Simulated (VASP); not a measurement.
Set up this calculation in VASP 6.6.1, as the native input.

```
Task                   : relaxation of cell and atoms
Functional             : PBE
Potentials or basis    : VASP PAW PBE potentials, release 64 (B, N)
Cutoff                 : 600 eV
k mesh                 : 12 × 12 × 12
Occupations            : gaussian, width 0.01 eV
Spin                   : no spin polarisation
Target pressure        : 16 GPa
Dipole correction      : no
Further INCAR settings : ALGO = Normal; EDIFF = 1e-06; IBRION = 2; EDIFFG = -0.001; NSW = 80; ISIF = 3
```

The structure of BN lies in POSCAR:

```
BN
1.0
    0.0000000000      1.8123386229      1.8123386229
    1.8123386229      0.0000000000      1.8123386229
    1.8123386229      1.8123386229      0.0000000000
B N
1 1
Direct
    0.0000000000      0.0000000000      0.0000000000
    0.7500000000      0.7500000000      0.7500000000
```

One way to write it, as run:

INCAR

```
SYSTEM = BN
PREC = Accurate
ENCUT = 600
EDIFF = 1E-6
ISMEAR = 0
SIGMA = 0.01
LREAL = .False.
LASPH = .True.
NELM = 100
ALGO = Normal
ISIF = 3
LWAVE = .False.
LCHARG = .False.
GGA = PE
IBRION = 2
NSW = 80
EDIFFG = -0.001
PSTRESS = 160.0
```

KPOINTS

```
Automatic mesh
0
Gamma
  12 12 12
  0 0 0
```

Potentials or basis: VASP PAW PBE potentials, release 64 (B, N).

Run with:

```sh
$ cat potpaw_PBE.64/B/POTCAR potpaw_PBE.64/N/POTCAR > POTCAR
$ mpirun -np 1 vasp_std > vasp.out
```

Results of the run:

| Property | Result |
| --- | --- |
| Relaxed volume | 5.72 Å³/atom |
| Relaxed cell | a = 2.529 Å, b = 2.529 Å, c = 2.529 Å, α = 60.00°, β = 60.00°, γ = 60.00° |
| Space group after relaxing (to 0.05 Å) | F-43m (No. 216) |
| Energy change on relaxing (the enthalpy is what falls) | +11.2 meV/atom |
| Ionic steps | 6 |
| Pressure after relaxing | 16.0 GPa |
| Band gap on the k mesh | 4.49 eV, indirect (least direct gap 8.97 eV) |

Caveat: the cell is relaxed towards a set pressure, so the enthalpy falls and the energy may rise.

Wall time 38 s on 1 thread of AMD EPYC 7R13, on a shared host, peak memory 0.09 GiB.
